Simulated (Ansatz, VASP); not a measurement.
Two plane-wave programs on Zr3S2

File INCAR:

```
ALGO     = Normal         # electronic algorithm
EDIFF    = 1E-7           # SCF threshold, eV
ENCUT    = 520            # plane-wave cutoff, eV
GGA      = PE             # functional
ISIF     = 2              # what is computed and relaxed
ISMEAR   = 0              # smearing method
ISPIN    = 2              # spin polarisation
LASPH    = True           # aspherical terms in the spheres
LCHARG   = False          # write CHGCAR
LMAXMIX  = 4              # l up to which the mixer works
LORBIT   = 11             # projections on sites
LREAL    = False          # projectors in reciprocal space
LWAVE    = False          # write WAVECAR
MAGMOM   = 1 1 1 0 0      # initial moments
NBANDS   = 36             # bands
NELM     = 150            # most SCF steps
PREC     = Accurate       # precision mode
SIGMA    = 0.1            # smearing width, eV
```

File KPOINTS:

```
k-points
0
Gamma
  6 6 6
```

File POSCAR:

```
Zr3S2
1.0
   -1.7495967815      3.2390695553      4.1047680812
    1.7495967815     -3.2390695553      4.1047680812
    1.7495967815      3.2390695553     -4.1047680812
Zr S
3 2
Direct
    0.6940003421      0.6940003421      0.0000000000
    0.3059996579      0.3059996579      0.0000000000
    0.0000000000      0.5000000000      0.5000000000
    0.2836881671      0.0000000000      0.2836881671
    0.7163118329      0.0000000000      0.7163118329
```

Input for Ansatz:

```yaml
crystal:
  lattice:
    - [-1.7495967815, 3.2390695553, 4.1047680812]
    - [1.7495967815, -3.2390695553, 4.1047680812]
    - [1.7495967815, 3.2390695553, -4.1047680812]
  atoms:
    - { symbol: Zr, position: [0.6940003421, 0.6940003421, 0.0], spin: 1.0 }
    - { symbol: Zr, position: [0.3059996579, 0.3059996579, 0.0], spin: 1.0 }
    - { symbol: Zr, position: [0.0, 0.5, 0.5], spin: 1.0 }
    - { symbol: S, position: [0.2836881671, 0.0, 0.2836881671] }
    - { symbol: S, position: [0.7163118329, 0.0, 0.7163118329] }
basis:
  ecutwfc: 420
kpoints:
  mp_grid: { grid: [6, 6, 6] }
hamiltonian:
  xc: pbe
scf:
  occupations: { method: gaussian, width: 0.1 }
  lower_state_search: "off"
output:
  forces: true
  stress: true
  eigenvalues: true
  populations: true
magnetization:
  spin_polarized: true
```

Alike in both runs: task single point; functional PBE; k mesh 6 × 6 × 6; occupations gaussian, width 0.1 eV; collinear spin.

|  | VASP | Ansatz |
| --- | --- | --- |
| version | VASP 6.6.1 | Ansatz 0.2.0 |
| potentials or method | VASP PAW PBE potentials, release 64 (Zr_sv, S), cutoff 520 eV | scalar-relativistic, plane waves, PAW |
| valence electrons in the cell | 48 | 48 |

```csv
,VASP,Ansatz,Ansatz less VASP
gap on the k mesh at the Fermi level (eV),none,none,-
pressure (GPa),-0.1,-0.1,-0.04
"traceless stress, the component that is largest in VASP (GPa)",-0.31,-0.31,+0.003
rms of the force components (eV/Å),0.007,0.005,-0.0020
net moment per atom (μB),0.00,0.00,0.000
```

Atom by atom the forces differ by 0.002 eV/Å (rms over components). A gap of «none» marks a metal or a gap that the smearing closes. Ansatz's warnings: seeded moment not kept.
